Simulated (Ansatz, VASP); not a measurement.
One calculation of Pd, two programs

Contents of INCAR:

```
ALGO = Normal
EDIFF = 1E-8
ENCUT = 520
GGA = PE
ISIF = 2
ISMEAR = -1
LASPH = T
LCHARG = F
LEFG = T
LREAL = F
LWAVE = F
NBANDS = 11
NELM = 100
PREC = Accurate
SIGMA = 0.05
```

KPOINTS

```
k-points
0
Gamma
  18 18 18
```

File POSCAR:

```
Pd
1.0
    0.0000000000      1.9704937245      1.9704937245
    1.9704937245      0.0000000000      1.9704937245
    1.9704937245      1.9704937245      0.0000000000
Pd
1
Direct
    0.0000000000      0.0000000000      0.0000000000
```

Input for Ansatz:

```yaml
crystal:
  lattice:
    - [0.0, 1.9704937245, 1.9704937245]
    - [1.9704937245, 0.0, 1.9704937245]
    - [1.9704937245, 1.9704937245, 0.0]
  atoms:
    - { symbol: Pd, position: [0.0, 0.0, 0.0] }
kpoints:
  mp_grid: { grid: [18, 18, 18] }
scf:
  occupations: { method: fermi_dirac, width: 0.05 }
hamiltonian:
  xc: pbe
  pseudopotentials: { kind: all_electron, datasets: crystal }
output:
  forces: true
  stress: true
  eigenvalues: true
  efg: { contact_densities: true }
```

Change from the starting cell: volume scaled by 1.04, crystal datasets.

Alike in both runs: task electric field gradients; functional PBE; k mesh 18 × 18 × 18; occupations fermi-dirac, width 0.05 eV; no spin polarisation.

|  | VASP | Ansatz |
| --- | --- | --- |
| version | VASP 6.6.1 | Ansatz 0.2.0 |
| potentials or method | VASP PAW PBE potentials, release 64 (Pd), cutoff 520 eV | all-electron PAW with datasets made for the crystal, scalar-relativistic |

|  | VASP | Ansatz | Ansatz less VASP |
| --- | --- | --- | --- |
| pressure (GPa) | -0.1 | 0.1 | +0.19 |

Ansatz ran all-electron here, and VASP with PAW potentials.
